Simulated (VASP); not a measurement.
# Te (Pm-3m) in VASP: notebook

Runs on Te. Level: PBEsol. Tasks: single point, relaxation of cell and atoms.

Everything below comes from runs of VASP 6.6.1. Logs are shortened: lines on timing, memory, paths and dates and some standing lists are left out, and cuts for length are marked.

### 1 The cell of the first run

The structure is cubic, space group Pm-3m (No. 221). Conventional cell: a = 2.937 Å, b = 2.937 Å, c = 2.937 Å, α = 90.00°, β = 90.00°, γ = 90.00°. Within 3.9 Å of Te (site symmetry m-3m) lie 6 Te at 2.94 Å.

This isn't the form of Te at room conditions, which is trigonal, of chains.

### 2 Single point, PBEsol

File INCAR:

```
SYSTEM = Te
PREC = Accurate
ENCUT = 520
EDIFF = 1E-6
ISMEAR = -1
SIGMA = 0.1
LREAL = .FALSE.
LASPH = .TRUE.
NELM = 60
ALGO = Normal
ISIF = 2
LWAVE = .FALSE.
LCHARG = .FALSE.
GGA = PS
NBANDS = 9
```

File KPOINTS:

```
Automatic mesh
0
G
  13 13 13
  0 0 0
```

File POSCAR:

```
Te
1.0
    2.9368388550      0.0000000000      0.0000000000
    0.0000000000      2.9368388550      0.0000000000
    0.0000000000      0.0000000000      2.9368388550
Te
1
Direct
    0.0000000000      0.0000000000      0.0000000000
```

Potentials or basis: VASP PAW PBE potentials, release 64 (Te).

Started as:

```
$ cat potpaw_PBE.64/Te/POTCAR > POTCAR
$ mpirun -np 1 vasp_std > vasp.out
```

OUTCAR:

```text
SYSTEM = Te
   PREC = Accurate
   ENCUT = 520
   EDIFF = 1E-6
   ISMEAR = -1
   LREAL = .FALSE.
   LASPH = .TRUE.
   NELM = 60
   ISIF = 2
   GGA = PS

 ion  position               nearest neighbor table
   1  0.000  0.000  0.000-

  LATTYP: Found a simple cubic cell.
 ALAT       =     2.9368388550

  Lattice vectors:

 A1 = (   2.9368388550,   0.0000000000,   0.0000000000)
 A2 = (   0.0000000000,   2.9368388550,   0.0000000000)
 A3 = (   0.0000000000,   0.0000000000,   2.9368388550)

Analysis of symmetry for initial positions (statically):
=====================================================================
 Subroutine PRICEL returns:
 Original cell was already a primitive cell.

 Routine SETGRP: Setting up the symmetry group for a
 simple cubic supercell.

 Subroutine GETGRP returns: Found 48 space group operations
 (whereof 48 operations were pure point group operations)
 out of a pool of 48 trial point group operations.

The static configuration has the point symmetry O_h .

Analysis of symmetry for dynamics (positions and initial velocities):
=====================================================================
 Subroutine PRICEL returns:
 Original cell was already a primitive cell.

 Routine SETGRP: Setting up the symmetry group for a
 simple cubic supercell.

 Subroutine GETGRP returns: Found 48 space group operations
 (whereof 48 operations were pure point group operations)
 out of a pool of 48 trial point group operations.

The dynamic configuration has the point symmetry O_h .

 Subroutine INISYM returns: Found 48 space group operations
 (whereof 48 operations are pure point group operations),
 and found     1 'primitive' translations

----------------------------------------------------------------------------------------

                                     Primitive cell

  volume of cell :      25.3303

  direct lattice vectors                    reciprocal lattice vectors
     2.936838855  0.000000000  0.000000000     0.340502169  0.000000000  0.000000000
     0.000000000  2.936838855  0.000000000     0.000000000  0.340502169  0.000000000
     0.000000000  0.000000000  2.936838855     0.000000000  0.000000000  0.340502169

  length of vectors
     2.936838855  2.936838855  2.936838855     0.340502169  0.340502169  0.340502169

  position of ions in fractional coordinates (direct lattice)
     0.000000000  0.000000000  0.000000000

  ion indices of the primitive-cell ions
   primitive index   ion index
                 1           1

----------------------------------------------------------------------------------------

 KPOINTS: Automatic mesh

Automatic generation of k-mesh.
 Grid dimensions read from file:
 generate k-points for:   13   13   13

 Generating k-lattice:

  Cartesian coordinates                     Fractional coordinates (reciprocal lattice)
     0.026192475  0.000000000  0.000000000     0.076923077  0.000000000  0.000000000
     0.000000000  0.026192475  0.000000000     0.000000000  0.076923077  0.000000000
     0.000000000  0.000000000  0.026192475     0.000000000  0.000000000  0.076923077

  Length of vectors
     0.026192475  0.026192475  0.026192475

  Shift w.r.t. Gamma in fractional coordinates (k-lattice)
     0.000000000  0.000000000  0.000000000

 Subroutine IBZKPT returns following result:
 ===========================================

 Found     84 irreducible k-points:

 Following reciprocal coordinates:
            Coordinates               Weight
  0.000000  0.000000  0.000000      1.000000
  0.076923  0.000000  0.000000      6.000000
  0.153846  0.000000  0.000000      6.000000
  0.230769  0.000000  0.000000      6.000000
  0.307692  0.000000  0.000000      6.000000
  0.384615  0.000000  0.000000      6.000000
[... 16 lines left out ...]
  0.307692  0.307692  0.000000     12.000000
  0.384615  0.307692  0.000000     24.000000
 [... further k-points ...]
   k-points           NKPTS =     84   k-points in BZ     NKDIM =     84   number of bands    NBANDS=      9
   number of dos      NEDOS =    301   number of ions     NIONS =      1
   total plane-waves  NPLWV =  13824
   dimension x,y,z NGX =    24 NGY =   24 NGZ =   24
   dimension x,y,z NGXF=    48 NGYF=   48 NGZF=   48
   ions per type =               1
   NGX,Y,Z   is equivalent  to a cutoff of  13.59, 13.59, 13.59 a.u.
   NGXF,Y,Z  is equivalent  to a cutoff of  27.17, 27.17, 27.17 a.u.
 SYSTEM =  Te
   PREC   = accura    normal or accurate (medium, high low for compatibility)
   ISTART =      0    job   : 0-new  1-cont  2-samecut
   ICHARG =      2    charge: 1-file 2-atom 10-const
   ISPIN  =      1    spin polarized calculation?
   LNONCOLLINEAR =      F non collinear calculations
   LSORBIT =      F    spin-orbit coupling
   LASPH  =      T    aspherical Exc in radial PAW
   ENCUT  =  520.0 eV  38.22 Ry    6.18 a.u.   5.46  5.46  5.46*2*pi/ulx,y,z
   NELM   =     60;   NELMIN=  2; NELMDL= -5     # of ELM steps
   EDIFF  = 0.1E-05   stopping-criterion for ELM
   LREAL  =      F    real-space projection
   EDIFFG = 0.1E-04   stopping-criterion for IOM
   NSW    =      0    number of steps for IOM
   IBRION =     -1    ionic relax: 0-MD 1-quasi-New 2-CG
   NFREE  =      0    steps in history (QN), initial steepest desc. (CG)
   ISIF   =      2    stress and relaxation
   ISYM   =      2    0-nonsym 1-usesym 2-fastsym
   POTIM  = 0.5000    time-step for ionic-motion
   TEBEG  =    0.0;   TEEND  =   0.0 temperature during run
   PSTRESS=    0.0 pullay stress
   NELECT =       6.0000    total number of electrons
   NUPDOWN=      -1.0000    fix difference up-down
   EMIN   =  10.00;   EMAX   =-10.00  energy-range for DOS
   EFERMI =   0.00;   METHOD = LEGACY
   ISMEAR =    -1;   SIGMA  =   0.10  broadening in eV -4-tet -1-fermi 0-gaus
   EFERMI_NEDOS =   21; number of points for ismear=-14 and -15
   IALGO  =     38    algorithm
   IMIX   =      4    mixing-type and parameters
     AMIX     =   0.40;   BMIX     =  1.00
     AMIX_MAG =   1.60;   BMIX_MAG =  1.00
  volume/ion in A,a.u.               =      25.33       170.94
  Fermi-wavevector in a.u.,A,eV,Ry     =   1.012928  1.914156 13.959885  1.026023
  Thomas-Fermi vector in A             =   2.146066
   LORBIT       =      0    0 simple, 1 ext, 2 COOP (PROOUT), +10 PAW based schemes
   GGA     = PS    functional components
   LHFCALC =     F    Hartree Fock is set to
   AEXX    =    0.0000 exact exchange contribution
   IVDW    =     0    specifies the selected vdW correction
   LEPSILON=     F    determine dielectric tensor
   LRPA    =     F    only Hartree local field effects (RPA)
 non-spin polarized calculation
  energy-cutoff  :      520.00
  volume of cell :       25.33
 maximum number of plane-waves:       707
 NGX is ok and might be reduce to    24
   NGX = 11   NGY = 11   NGZ = 11

 number of electron       6.0000000 magnetization

 Free energy of the ion-electron system (eV)
  ---------------------------------------------------
  ext. energy  EPLUGINS =         0.00000000
  ---------------------------------------------------
  free energy    TOTEN  =        -3.20554786 eV

  energy without entropy =       -3.19051197  energy(sigma->0) =       -3.19802992

 E-fermi :  10.2014     XC(G=0): -10.5490

 val. band max:       10.1609291384   @ k =   0.3846   0.3846   0.2308
 cond. band min:      10.2333206122   @ k =   0.3846   0.1538   0.0000
 fundamental gap:      0.0723914737
 Fermi energy:        10.2014250011

 k-point     1 :       0.0000    0.0000    0.0000
  band No.  band energies     occupation
      1      -5.8638      2.00000
      2      11.5151      0.00000
      3      11.5151      0.00000
      4      11.5151      0.00000
      5      15.7893      0.00000
      6      15.7893      0.00000
      7      17.5106      0.00000
      8      29.1298      0.00000
      9      29.1800      0.00000

 k-point     2 :       0.0769    0.0000    0.0000
  band No.  band energies     occupation
      1      -5.7691      2.00000
      2      10.3716      0.30846
      3      11.6071      0.00000
      4      11.6071      0.00000
      5      15.8655      0.00000
      6      16.5217      0.00000
      7      18.1448      0.00000
      8      27.7071      0.00000
      9      27.7074      0.00000

 k-point     3 :       0.1538    0.0000    0.0000
  band No.  band energies     occupation
      1      -5.4883      2.00000
      2       8.3327      2.00000
      3      11.8748      0.00000
      4      11.8748      0.00000
      5      16.0926      0.00000
      6      17.1047      0.00000
      7      20.2567      0.00000
      8      25.9907      0.00000
      9      25.9927      0.00000

 k-point     4 :       0.2308    0.0000    0.0000
  band No.  band energies     occupation
      1      -5.0342      2.00000
      2       6.2763      2.00000
      3      12.2906      0.00000
      4      12.2906      0.00000
      5      16.4649      0.00000
      6      17.5840      0.00000
      7      22.8140      0.00000
      8      24.3617      0.00000
      9      24.3618      0.00000
[... 205 lines left out ...]
 k-point    22 :       0.4615    0.2308    0.0000
  band No.  band energies     occupation
      1      -2.4540      2.00000
      2       2.7448      2.00000
      3       8.5785      2.00000
      4      14.4201      0.00000
      5      14.4854      0.00000
      6      19.8493      0.00000
      7      21.4510      0.00000
      8      21.8265      0.00000
      9      25.8413      0.00000

 k-point    23 :       0.3077    0.3077    0.0000
  band No.  band energies     occupation
      1      -3.0022      2.00000
      2       5.4886      2.00000
      3       6.0041      2.00000
      4      14.1016      0.00000
      5      14.8833      0.00000
      6      18.9953      0.00000
      7      23.9089      0.00000
      8      24.0544      0.00000
      9      24.2217      0.00000

 k-point    24 :       0.3846    0.3077    0.0000
  band No.  band energies     occupation
      1      -2.3400      2.00000
      2       4.1906      2.00000
      3       6.3248      2.00000
      4      13.6048      0.00000
      5      14.6065      0.00000
      6      19.6890      0.00000
      7      22.9441      0.00000
      8      23.0412      0.00000
      9      24.6218      0.00000

 [... further k-points ...]
[... 5 lines left out ...]
  --------------------------------------------------------------------------------------
  -------------------------------------------------------------------------------------
  Total        3.2076335      3.2076335      3.2076335      0.0000000      0.0000000      0.0000000
  in kB      202.8873501    202.8873501    202.8873501      0.0000000      0.0000000      0.0000000
  external PRESSURE =     202.8873501 kB  Pullay stress =       0.0000000 kB

 VOLUME and BASIS-vectors are now :
 -----------------------------------------------------------------------------
  energy-cutoff  :      520.00
  volume of cell :       25.33
      direct lattice vectors                 reciprocal lattice vectors
     2.936838855  0.000000000  0.000000000     0.340502169  0.000000000  0.000000000
     0.000000000  2.936838855  0.000000000     0.000000000  0.340502169  0.000000000
     0.000000000  0.000000000  2.936838855     0.000000000  0.000000000  0.340502169

 POSITION                                       TOTAL-FORCE (eV/Angst)
 -----------------------------------------------------------------------------------
      0.00000      0.00000      0.00000         0.000000      0.000000      0.000000
 -----------------------------------------------------------------------------------
    total drift:                               -0.000000      0.000000      0.000000

  FREE ENERGIE OF THE ION-ELECTRON SYSTEM (eV)
  ---------------------------------------------------
  free  energy   TOTEN  =        -3.2055478648 eV

  energy  without entropy=       -3.1905119703  energy(sigma->0) =       -3.19802992
```

It took 7.8 s on 1 thread of Intel Xeon Platinum 8259CL at 2.50GHz (Skylake/Cascade Lake), shared host; peak memory 0.15 GiB.

What came out:

```
Free energy            : -3.2055 eV
Pressure               : 20.3 GPa
Band gap on the k mesh : zero (bands 3 and 4 overlap by 7.30 eV)
```

Levels at points of the mesh, in eV from the Fermi level:
| k point | band 1 | band 2 | band 3 | band 4 | band 5 | band 6 |
| --- | --- | --- | --- | --- | --- | --- |
| (0.00, 0.00, 0.00) | -16.07 | 1.31 | 1.31 | 1.31 | 5.59 | 5.59 |

Caveat: the cell stands under pressure; the PAW data sets were made with another functional, which shifts forces and pressure a little; spin-orbit coupling is left out, which moves the levels of the heavy elements.

(Part 1 of 2 ends here.)

The gap in the log of VASP goes by the Fermi energy; the results here count the filled bands.